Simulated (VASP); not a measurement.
Write the native input for VASP 6.6.1 that does the following.

```yaml
Task: relaxation of cell and atoms
Functional: PBE
Potentials_or_basis: VASP PAW PBE potentials, release 64 (Cd, O)
Cutoff: 600 eV
k_mesh: 3 × 3 × 3
Occupations: gaussian, width 0.2 eV
Spin: no spin polarisation
Dipole_correction: no
Further_INCAR_settings: ALGO = Normal; EDIFF = 1e-07; IBRION = 2; EDIFFG = -0.08; NSW = 36; ISIF = 3
```

The structure of Cd3O lies in POSCAR:

```
Cd3O
1.0
    5.9500000000      0.0000000000      0.0000000000
   -2.9750000000      5.1528511500      0.0000000000
    0.0000000000      0.0000000000      5.0300000000
Cd O
6 2
Direct
    0.6900000000      0.0000000000      0.7500000000
    0.3100000000      0.3100000000      0.7500000000
    0.0000000000      0.3100000000      0.2500000000
    0.3100000000      0.0000000000      0.2500000000
    0.6900000000      0.6900000000      0.2500000000
    0.0000000000      0.6900000000      0.7500000000
    0.0000000000      0.0000000000      0.0000000000
    0.0000000000      0.0000000000      0.5000000000
```

One way to write it, as run:

INCAR

```
ALGO = Normal
EDIFF = 1E-7
EDIFFG = -0.08
ENCUT = 600
GGA = PE
IBRION = 2
ISIF = 3
ISMEAR = 0
LASPH = T
LCHARG = F
LREAL = F
LWAVE = F
NELM = 80
NSW = 36
PREC = Accurate
SIGMA = 0.2
```

KPOINTS

```
k-points
0
Gamma
  3 3 3
```

Potentials or basis: VASP PAW PBE potentials, release 64 (Cd, O).

Launch:

```console
$ cat potpaw_PBE.64/Cd/POTCAR potpaw_PBE.64/O/POTCAR > POTCAR
$ mpirun -np 1 vasp_std > vasp.out
```

It gave:

```
Relaxed volume                        : 19.30 Å³/atom
Relaxed cell                          : a = 5.284 Å, b = 5.284 Å, c = 6.385 Å, α = 90.00°, β = 90.00°, γ = 120.00°
Space group after relaxing (to 0.1 Å) : P6_3/mcm (No. 193)
Energy gained by relaxing             : 352.7 meV/atom
Ionic steps                           : 20
Pressure after relaxing               : -0.4 GPa
Largest force after relaxing          : 0.060 eV/Å
Band gap on the k mesh                : zero (bands 42 and 43 overlap by 2.84 eV)
```

Caveat: the k points lie up to 0.46 Å⁻¹ apart in the final cell, too coarse for converged energies and pressures of a metal; a cell axis changed by over 15 % at a fixed basis, so the end point is rough; the relaxation stopped at a loose force limit of 0.08 eV/Å, so its end isn't a converged minimum.

Wall time 14 min on 1 thread of Intel(R) Xeon(R) Platinum 8259CL CPU @ 2.50GHz (Skylake/Cascade Lake), with other jobs on the host, peak memory 0.32 GiB.
